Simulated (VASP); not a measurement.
# BeCd2Te3 (P6/mmm) in VASP: relaxation of cell and atoms with PBE

Aim: the relaxation of cell and atoms of BeCd2Te3 with PBE.

Everything below comes from runs of VASP 6.6.1. Logs are shortened: lines on timing, memory, paths and dates and some standing lists are left out, and cuts for length are marked.

## 1. The cell of the first run

The structure is hexagonal, space group P6/mmm (No. 191). The conventional cell has a = 5.232 Å, b = 5.232 Å, c = 10.063 Å, α = 90.00°, β = 90.00°, γ = 120.00°. Within 3.1 Å of Be (site symmetry 6/mmm) lie 2 Cd at 2.35 Å and 6 Te at 3.02 Å. Within 3.1 Å of Cd (site symmetry 6mm) lie 1 Be at 2.35 Å and 1 Te at 2.68 Å. Te (site symmetry -6m2) has 3 Be at 3.02 Å and 3 Te at 3.02 Å and 6 Cd at 3.83 Å within 4.0 Å. Te (site symmetry 6/mmm) has 2 Cd at 2.68 Å within 3.5 Å.

The cell was generated, and may not be a known phase.

## 2. Relaxation of cell and atoms, PBE

INCAR

```
SYSTEM = BeCd2Te3
  PREC = Accurate
  ENCUT = 600
  EDIFF = 1E-7
  ISMEAR = 0
  SIGMA = 0.1
  LREAL = .FALSE.
  LASPH = .TRUE.
  NELM = 120
  ALGO = Normal
  ISIF = 3
  LWAVE = .FALSE.
  LCHARG = .FALSE.
  GGA = PE
  IBRION = 2
  NSW = 100
  EDIFFG = -0.01
  GGA_COMPAT = .FALSE.
  NELMIN = 4
```

KPOINTS

```
regular mesh
0
G
  12 12 4
  0 0 0
```

POSCAR

```
BeCd2Te3
1.0
    5.2315639786      0.0000000000      0.0000000000
   -2.6157819893      4.5306673070      0.0000000000
    0.0000000000      0.0000000000     10.0632982692
Be Cd Te
1 2 3
Direct
    0.0000000000      0.0000000000      0.0000000000
    0.0000000000      0.0000000000      0.7663046535
    0.0000000000      0.0000000000      0.2336953465
    0.3333333333      0.6666666667      0.0000000000
    0.6666666667      0.3333333333      0.0000000000
    0.0000000000      0.0000000000      0.5000000000
```

Potentials or basis: VASP PAW PBE potentials, release 64 (Be, Cd, Te).

Started as:

```bash
$ cat potpaw_PBE.64/Be/POTCAR potpaw_PBE.64/Cd/POTCAR potpaw_PBE.64/Te/POTCAR > POTCAR
$ mpirun -np 1 vasp_std > vasp.out
```

OUTCAR:

```text
SYSTEM = BeCd2Te3
   PREC = Accurate
   ENCUT = 600
   EDIFF = 1E-7
   ISMEAR = 0
   LREAL = .FALSE.
   LASPH = .TRUE.
   NELM = 120
   ISIF = 3
   GGA = PE
   IBRION = 2
   NSW = 100
   EDIFFG = -0.01
   NELMIN = 4

 ion  position               nearest neighbor table
   1  0.000  0.000  0.000-   2 2.35   3 2.35   4 3.02   5 3.02   5 3.02   4 3.02   5 3.02   4 3.02

   2  0.000  0.000  0.766-   1 2.35   6 2.68
   3  0.000  0.000  0.234-   1 2.35   6 2.68
   4  0.333  0.667  0.000-   1 3.02   5 3.02   5 3.02   1 3.02   1 3.02   5 3.02
   5  0.667  0.333  0.000-   4 3.02   1 3.02   4 3.02   1 3.02   1 3.02   4 3.02
   6  0.000  0.000  0.500-   2 2.68   3 2.68

  LATTYP: Found a hexagonal cell.
 ALAT       =     5.2315639786
 C/A-ratio  =     1.9235735834

  Lattice vectors:

 A1 = (   5.2315639786,   0.0000000000,   0.0000000000)
 A2 = (  -2.6157819893,   4.5306673070,   0.0000000000)
 A3 = (   0.0000000000,   0.0000000000,  10.0632982692)

Analysis of symmetry for initial positions (statically):
=====================================================================
 Subroutine PRICEL returns:
 Original cell was already a primitive cell.

 Routine SETGRP: Setting up the symmetry group for a
 hexagonal supercell.

 Subroutine GETGRP returns: Found 24 space group operations
 (whereof 24 operations were pure point group operations)
 out of a pool of 24 trial point group operations.

The static configuration has the point symmetry D_6h.

Analysis of symmetry for dynamics (positions and initial velocities):
=====================================================================
 Subroutine PRICEL returns:
 Original cell was already a primitive cell.

 Routine SETGRP: Setting up the symmetry group for a
 hexagonal supercell.

 Subroutine GETGRP returns: Found 24 space group operations
 (whereof 24 operations were pure point group operations)
 out of a pool of 24 trial point group operations.

The dynamic configuration has the point symmetry D_6h.

 Subroutine INISYM returns: Found 24 space group operations
 (whereof 24 operations are pure point group operations),
 and found     1 'primitive' translations

----------------------------------------------------------------------------------------

                                     Primitive cell

  volume of cell :     238.5251

  direct lattice vectors                    reciprocal lattice vectors
     5.231563979  0.000000000  0.000000000     0.191147428  0.110359019  0.000000000
    -2.615781989  4.530667307  0.000000000     0.000000000  0.220718038  0.000000000
     0.000000000  0.000000000 10.063298269     0.000000000  0.000000000  0.099370999

  length of vectors
     5.231563979  5.231563979 10.063298269     0.220718038  0.220718038  0.099370999

  position of ions in fractional coordinates (direct lattice)
     0.000000000  0.000000000  0.000000000
     0.000000000  0.000000000  0.766304654
     0.000000000  0.000000000  0.233695346
     0.333333333  0.666666667  0.000000000
     0.666666667  0.333333333  0.000000000
     0.000000000  0.000000000  0.500000000

  ion indices of the primitive-cell ions
   primitive index   ion index
                 1           1
                 2           2
                 3           3
                 4           4
                 5           5
                 6           6

----------------------------------------------------------------------------------------

 KPOINTS: regular mesh

Automatic generation of k-mesh.
 Grid dimensions read from file:
 generate k-points for:   12   12    4

 Generating k-lattice:

  Cartesian coordinates                     Fractional coordinates (reciprocal lattice)
     0.015928952  0.009196585  0.000000000     0.083333333 -0.000000000  0.000000000
     0.000000000  0.018393170  0.000000000     0.000000000  0.083333333  0.000000000
     0.000000000  0.000000000  0.024842750     0.000000000  0.000000000  0.250000000

  Length of vectors
     0.018393170  0.018393170  0.024842750

  Shift w.r.t. Gamma in fractional coordinates (k-lattice)
     0.000000000  0.000000000  0.000000000

 Subroutine IBZKPT returns following result:
 ===========================================

 Found     57 irreducible k-points:

 Following reciprocal coordinates:
            Coordinates               Weight
  0.000000  0.000000  0.000000      1.000000
  0.083333  0.000000  0.000000      6.000000
  0.166667  0.000000  0.000000      6.000000
  0.250000  0.000000  0.000000      6.000000
  0.333333  0.000000  0.000000      6.000000
  0.416667  0.000000  0.000000      6.000000
[... 16 lines left out ...]
  0.250000  0.000000  0.250000     12.000000
  0.333333  0.000000  0.250000     12.000000
 [... further k-points ...]
   k-points           NKPTS =     57   k-points in BZ     NKDIM =     57   number of bands    NBANDS=     26
   number of dos      NEDOS =    301   number of ions     NIONS =      6
   total plane-waves  NPLWV = 141120
   dimension x,y,z NGX =    42 NGY =   42 NGZ =   80
   dimension x,y,z NGXF=    84 NGYF=   84 NGZF=  160
   ions per type =               1   2   3
   NGX,Y,Z   is equivalent  to a cutoff of  13.35, 13.35, 13.22 a.u.
   NGXF,Y,Z  is equivalent  to a cutoff of  26.69, 26.69, 26.43 a.u.
 SYSTEM =  BeCd2Te3
   PREC   = accura    normal or accurate (medium, high low for compatibility)
   ISTART =      0    job   : 0-new  1-cont  2-samecut
   ICHARG =      2    charge: 1-file 2-atom 10-const
   ISPIN  =      1    spin polarized calculation?
   LNONCOLLINEAR =      F non collinear calculations
   LSORBIT =      F    spin-orbit coupling
   LASPH  =      T    aspherical Exc in radial PAW
   ENCUT  =  600.0 eV  44.10 Ry    6.64 a.u.  10.45 10.45 20.10*2*pi/ulx,y,z
   NELM   =    120;   NELMIN=  4; NELMDL= -5     # of ELM steps
   EDIFF  = 0.1E-06   stopping-criterion for ELM
   LREAL  =      F    real-space projection
   EDIFFG = -.1E-01   stopping-criterion for IOM
   NSW    =    100    number of steps for IOM
   IBRION =      2    ionic relax: 0-MD 1-quasi-New 2-CG
   NFREE  =      1    steps in history (QN), initial steepest desc. (CG)
   ISIF   =      3    stress and relaxation
   ISYM   =      2    0-nonsym 1-usesym 2-fastsym
   POTIM  = 0.5000    time-step for ionic-motion
   TEBEG  =    0.0;   TEEND  =   0.0 temperature during run
   PSTRESS=    0.0 pullay stress
   NELECT =      44.0000    total number of electrons
   NUPDOWN=      -1.0000    fix difference up-down
   EMIN   =  10.00;   EMAX   =-10.00  energy-range for DOS
   EFERMI =   0.00;   METHOD = LEGACY
   ISMEAR =     0;   SIGMA  =   0.10  broadening in eV -4-tet -1-fermi 0-gaus
   EFERMI_NEDOS =   21; number of points for ismear=-14 and -15
   IALGO  =     38    algorithm
   IMIX   =      4    mixing-type and parameters
     AMIX     =   0.40;   BMIX     =  1.00
     AMIX_MAG =   1.60;   BMIX_MAG =  1.00
  volume/ion in A,a.u.               =      39.75       268.27
  Fermi-wavevector in a.u.,A,eV,Ry     =   0.931925  1.761083 11.816449  0.868485
  Thomas-Fermi vector in A             =   2.058469
   LORBIT       =      0    0 simple, 1 ext, 2 COOP (PROOUT), +10 PAW based schemes
   GGA     = PE    functional components
   LHFCALC =     F    Hartree Fock is set to
   AEXX    =    0.0000 exact exchange contribution
   IVDW    =     0    specifies the selected vdW correction
   LEPSILON=     F    determine dielectric tensor
   LRPA    =     F    only Hartree local field effects (RPA)
 conjugate gradient relaxation of ions
 non-spin polarized calculation
 Gauss-broadening in eV      SIGMA  =   0.10
  energy-cutoff  :      600.00
  volume of cell :      238.53
 maximum number of plane-waves:      8020
 NGX is ok and might be reduce to    42
   NGX = 21   NGY = 21   NGZ = 41

--------------------------------------- Ionic step        1  -------------------------------------------

 number of electron      43.9999990 magnetization

 Free energy of the ion-electron system (eV)
  ---------------------------------------------------
  ext. energy  EPLUGINS =         0.00000000
  ---------------------------------------------------
  free energy    TOTEN  =       -11.83332424 eV

  energy without entropy =      -11.80325902  energy(sigma->0) =      -11.81829163

------------------------ aborting loop because EDIFF is reached ----------------------------------------

  FORCE on cell =-STRESS in cart. coord.  units (eV):
  Direction    XX          YY          ZZ          XY          YZ          ZX
  --------------------------------------------------------------------------------------
  -------------------------------------------------------------------------------------
  Total        0.4085679      0.4085679      0.9370589     -0.0000000     -0.0000000      0.0000000
  in kB        2.7443582      2.7443582      6.2942419     -0.0000000     -0.0000000      0.0000000
  external PRESSURE =       3.9276528 kB  Pullay stress =       0.0000000 kB

 VOLUME and BASIS-vectors are now :
 -----------------------------------------------------------------------------
  energy-cutoff  :      600.00
  volume of cell :      238.53
      direct lattice vectors                 reciprocal lattice vectors
     5.231563979  0.000000000  0.000000000     0.191147428  0.110359019  0.000000000
    -2.615781989  4.530667307  0.000000000     0.000000000  0.220718038  0.000000000
     0.000000000  0.000000000 10.063298269     0.000000000  0.000000000  0.099370999
[... 81 lines left out ...]
 POSITION                                       TOTAL-FORCE (eV/Angst)
 -----------------------------------------------------------------------------------
     -0.00000      0.00000      0.00000         0.000000     -0.000000      0.000000
      2.62421      4.54527      7.77055        -0.000000     -0.000000      0.008029
      0.00000     -0.00000      2.36715         0.000000      0.000000     -0.008029
     -0.00000      3.03018      0.00000         0.000000      0.000000      0.000000
      2.62421      1.51509      0.00000        -0.000000     -0.000000      0.000000
     -0.00000     -0.00000      5.06885         0.000000     -0.000000      0.000000
 -----------------------------------------------------------------------------------
    total drift:                                0.000000      0.000000     -0.000000

  FREE ENERGIE OF THE ION-ELECTRON SYSTEM (eV)
  ---------------------------------------------------
  free  energy   TOTEN  =       -11.8380921883 eV

  energy  without entropy=      -11.8075988728  energy(sigma->0) =      -11.82284553

--------------------------------------- Ionic step        4  -------------------------------------------

 number of electron      43.9999997 magnetization

 Free energy of the ion-electron system (eV)
  ---------------------------------------------------
  ext. energy  EPLUGINS =         0.00000000
  ---------------------------------------------------
  free energy    TOTEN  =       -11.83820685 eV

  energy without entropy =      -11.80774191  energy(sigma->0) =      -11.82297438

 E-fermi :   0.9952     XC(G=0):  -7.3706

 val. band max:        0.9882821447   @ k =   0.0833   0.0000   0.2500
 cond. band min:       0.9958983206   @ k =   0.1667   0.0833   0.5000
 fundamental gap:      0.0076161759
 Fermi energy:         0.9951977574

 k-point     1 :       0.0000    0.0000    0.0000
  band No.  band energies     occupation
      1     -11.6620      2.00000
      2      -9.1282      2.00000
      3      -7.7164      2.00000
      4      -7.5285      2.00000
      5      -7.1595      2.00000
      6      -7.1595      2.00000
[... 18 lines left out ...]
     25       2.0569      0.00000
     26       4.9593      0.00000
[... 644 lines left out ...]
      4      -7.5361      2.00000
      5      -7.1662      2.00000
      6      -7.1342      2.00000
[... 18 lines left out ...]
     25       3.7185      0.00000
     26       3.9699      0.00000

 [... further k-points ...]
[... 5 lines left out ...]
  --------------------------------------------------------------------------------------
  -------------------------------------------------------------------------------------
  Total        0.0254308      0.0254308     -0.0291616      0.0000000     -0.0000000      0.0000000
  in kB        0.1683109      0.1683109     -0.1930027      0.0000000     -0.0000000      0.0000000
  external PRESSURE =       0.0478730 kB  Pullay stress =       0.0000000 kB

 VOLUME and BASIS-vectors are now :
 -----------------------------------------------------------------------------
  energy-cutoff  :      600.00
  volume of cell :      242.08
      direct lattice vectors                 reciprocal lattice vectors
     5.252350731 -0.000000000  0.000000000     0.190390941  0.109922261 -0.000000000
    -2.626175365  4.548669162 -0.000000000     0.000000000  0.219844522 -0.000000000
     0.000000000  0.000000000 10.132603771     0.000000000  0.000000000  0.098691316

 POSITION                                       TOTAL-FORCE (eV/Angst)
 -----------------------------------------------------------------------------------
      5.25235     -0.00000      0.00000         0.000000     -0.000000     -0.000000
      0.00000      0.00000      7.76707        -0.000000      0.000000      0.006334
      2.62618      4.54867      2.36554        -0.000000     -0.000000     -0.006334
     -0.00000      3.03245     -0.00000        -0.000000     -0.000000      0.000000
      2.62618      1.51622     -0.00000         0.000000      0.000000     -0.000000
      5.25235     -0.00000      5.06630         0.000000     -0.000000     -0.000000
 -----------------------------------------------------------------------------------
    total drift:                                0.000000     -0.000000      0.000000

  FREE ENERGIE OF THE ION-ELECTRON SYSTEM (eV)
  ---------------------------------------------------
  free  energy   TOTEN  =       -11.8382068495 eV

  energy  without entropy=      -11.8077419062  energy(sigma->0) =      -11.82297438

 reached required accuracy - stopping structural energy minimisation
```

It took 25 min on 1 thread of Oxide Virtual Turin-like, shared host; peak memory 0.67 GiB.

Results:

```yaml
Free_energy: -11.8382 eV
Relaxed_volume: 40.35 Å³/atom
Relaxed_cell: a = 5.252 Å, b = 5.252 Å, c = 10.133 Å, α = 90.00°, β = 90.00°, γ = 120.00°
Space_group_after_relaxing_to_0.1_Å: P6/mmm (No. 191)
Energy_gained_by_relaxing: 0.8 meV/atom
Ionic_steps: 4
Pressure_after_relaxing: 0.0 GPa
Largest_force_after_relaxing: 0.006 eV/Å
Band_gap_on_the_k_mesh: zero (bands 22 and 23 overlap by 1.05 eV)
```

Forces in eV/Å, atoms in the order of the input:
```
Be   0.000  0.000  0.000
Cd   0.000  0.000  0.006
Cd   0.000  0.000 -0.006
Te   0.000  0.000  0.000
Te   0.000  0.000  0.000
Te   0.000  0.000  0.000
```

Step by step:
```
step  energy change (eV)  largest force (eV/Å)  pressure (GPa)  volume (Å³)
   1              0.0000                0.0416            0.39       238.53
   2             -0.0048                0.0075            0.01       241.90
   3             -0.0048                0.0080            0.02       241.84
   4             -0.0049                0.0063            0.00       242.08
```

Final structure:
```xyz
6
Lattice="5.2524 0.0000 0.0000 -2.6262 4.5487 0.0000 0.0000 0.0000 10.1326" Properties=species:S:1:pos:R:3 pbc="T T T"
Be    5.2524    0.0000    0.0000
Cd    0.0000    0.0000    7.7671
Cd    2.6262    4.5487    2.3655
Te    0.0000    3.0324    0.0000
Te    2.6262    1.5162    0.0000
Te    5.2524    0.0000    5.0663
```

Caveat: spin-orbit coupling is left out, which moves the levels of the heavy elements.
